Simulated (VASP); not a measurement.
BaS, 2 atoms in the cell. It takes space group P4/mmm (No. 123, tetragonal). Conventional cell: a = 3.834 Å, b = 3.834 Å, c = 4.052 Å, α = 90.00°, β = 90.00°, γ = 90.00°. Within 4.4 Å of Ba (site symmetry 4/mmm) lie 8 S at 3.38 Å and 6 Ba at 3.83 to 4.05 Å. Within 4.4 Å of S (site symmetry 4/mmm) lie 8 Ba at 3.38 Å and 6 S at 3.83 to 4.05 Å.  This cell differs from its parent crystal: uniaxial z strain +5.7%.

| Property | Result |
| --- | --- |
| Program | VASP 6.6.1 |
| Task | single point |
| Functional | r2SCAN |
| Potentials or basis | VASP PAW PBE potentials, release 64 (Ba_sv, S) |
| Cutoff | 550 eV |
| k mesh | 6 × 6 × 6 |
| Occupations | gaussian, width 0.01 eV |
| Spin | no spin polarisation |
| Dipole correction | no |
| Further INCAR settings | ALGO = Normal; EDIFF = 1e-06; NBANDS = 15 |

Potentials or basis: VASP PAW PBE potentials, release 64 (Ba_sv, S).

Run with:

```console
$ cat potpaw_PBE.64/Ba_sv/POTCAR potpaw_PBE.64/S/POTCAR > POTCAR
$ cp INCAR.step1 INCAR
$ mpirun -np 1 vasp_std > vasp.out
$ cp INCAR.step2 INCAR
$ mpirun -np 1 vasp_std > vasp.out
```

Hardware: 1 thread of Intel Xeon 8259CL (shared host).

Problem. How long does it take, and how much memory?

Solution. Wall time 3.8 min on 1 thread of Intel Xeon 8259CL, on a shared host, peak memory 0.2 GiB. Counts: k points 40.
